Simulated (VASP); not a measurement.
Wanted: the native input for a VASP 6.6.1 run.

```
Task                   : single point
Functional             : PBEsol
Potentials or basis    : VASP PAW PBE potentials, release 64 (Ir)
Cutoff                 : 520 eV
k mesh                 : 15 × 15 × 4
Occupations            : fermi-dirac, width 0.1 eV
Spin                   : no spin polarisation
Dipole correction      : no
Further INCAR settings : ALGO = Normal; EDIFF = 1e-06; NBANDS = 26
```

The structure of Ir lies in POSCAR:

```
Ir
1.0
    2.8151977050      0.0000000000      0.0000000000
   -1.4075988525      2.4380327292      0.0000000000
    0.0000000000      0.0000000000      9.1965667208
Ir
4
Direct
    0.0000000000      0.0000000000      0.0000000000
    0.0000000000      0.0000000000      0.5000000000
    0.3333333333      0.6666666667      0.2500000000
    0.6666666667      0.3333333333      0.7500000000
```

This cell differs from its parent crystal: volume scaled by 1.12.

These files were run (other wordings do the same):

INCAR

```
ALGO = Normal
EDIFF = 1E-6
ENCUT = 520
GGA = PS
ISIF = 2
ISMEAR = -1
LASPH = True
LCHARG = False
LREAL = False
LWAVE = False
NBANDS = 26
NELM = 60
PREC = Accurate
SIGMA = 0.1
```

KPOINTS

```
k-points
0
Gamma
  15 15 4
```

Potentials or basis: VASP PAW PBE potentials, release 64 (Ir).

The run is started by

```bash
$ cat potpaw_PBE.64/Ir/POTCAR > POTCAR
$ mpirun -np 1 vasp_std > vasp.out
```

It gave:

- Pressure: -32.3 GPa
- Band gap on the k mesh: zero (band 18 reaches 9.26 eV, above the bottom of band 19 at 7.16 eV)

Caveat: the PAW data sets were made with another functional, which shifts forces and pressure a little; spin-orbit coupling is left out, which moves the levels of the heavy elements.

Run time: 2.2 min on 1 thread of Intel Xeon 6975P-C, with other jobs on the host, peak memory 0.25 GiB.
